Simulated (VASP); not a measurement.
Wanted: the native input for a VASP 6.6.1 run.

```yaml
Task: relaxation of cell and atoms
Functional: PBE
Potentials_or_basis: VASP PAW PBE potentials, release 64 (Ga_d, As)
Cutoff: 600 eV
k_mesh: 10 × 10 × 10
Occupations: gaussian, width 0.05 eV
Spin: no spin polarisation
Dipole_correction: no
Further_INCAR_settings: ALGO = Normal; EDIFF = 1e-06; IBRION = 2; EDIFFG = -0.005; NSW = 100; ISIF = 3
```

The structure of GaAs lies in POSCAR:

```
GaAs
1.0
    0.0000000000      2.8750910496      2.8750910496
    2.8750910496      0.0000000000      2.8750910496
    2.8750910496      2.8750910496      0.0000000000
Ga As
1 1
Direct
    0.0000000000      0.0000000000      0.0000000000
    0.2500000000      0.2500000000      0.2500000000
```

One way to write it, as run:

INCAR

```
SYSTEM = GaAs
ALGO     = Normal         ! electronic algorithm
EDIFF    = 1E-6           ! SCF threshold, eV
EDIFFG   = -0.005         ! ionic threshold
ENCUT    = 600            ! plane-wave cutoff, eV
GGA      = PE             ! functional
IBRION   = 2              ! ionic algorithm
ISIF     = 3              ! what is computed and relaxed
ISMEAR   = 0              ! smearing method
LASPH    = .True.         ! aspherical terms in the spheres
LCHARG   = .False.        ! write CHGCAR
LREAL    = .False.        ! projectors in reciprocal space
LWAVE    = .False.        ! write WAVECAR
NELM     = 80             ! most SCF steps
NSW      = 100            ! ionic steps
PREC     = Accurate       ! precision mode
SIGMA    = 0.05           ! smearing width, eV
```

KPOINTS

```
k-points
0
Gamma
  10 10 10
  0 0 0
```

Potentials or basis: VASP PAW PBE potentials, release 64 (Ga_d, As).

Command:

```sh
$ cat potpaw_PBE.64/Ga_d/POTCAR potpaw_PBE.64/As/POTCAR > POTCAR
$ mpirun -np 1 vasp_std > vasp.out
```

It gave:

- Pressure after relaxing: 0.0 GPa
- Band gap on the k mesh: 0.14 eV, direct

Caveat: the relaxation stopped at its first step, so nothing moved.

It took 34 s on 1 thread of Intel Xeon 8259CL, with other jobs on the host, peak memory 0.2 GiB.
